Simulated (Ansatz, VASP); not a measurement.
Zn in VASP and in Ansatz

```
CELL_PARAMETERS angstrom
0.00000 1.91933 1.91933
1.91933 0.00000 1.91933
1.91933 1.91933 0.00000
ATOMIC_POSITIONS crystal
Zn 0.00000 0.00000 0.00000
```

Alike in both runs: functional PBEsol; k mesh 18 × 18 × 18; occupations fermi-dirac, width 0.08 eV; no spin polarisation.

Ansatz relaxed the structure, and its values are those at the end. VASP's run is a single point on that final structure, the one shown.

|  | VASP | Ansatz |
| --- | --- | --- |
| version | VASP 6.6.1 | Ansatz 0.2.0 |
| potentials or method | VASP PAW PBE potentials, release 64 (Zn) | PAW with Ansatz's default frozen-core files, scalar-relativistic |
| plane-wave cutoff (eV) | 500 | 420 |
| valence electrons in the cell | 12 | 12 |

|  | VASP | Ansatz | Ansatz less VASP |
| --- | --- | --- | --- |
| pressure (GPa) | 0.4 | 0.0 | -0.45 |

VASP's potentials were made for PBE, not for PBEsol. The functional is the same, so the differences come from potentials, cutoffs and numerics.
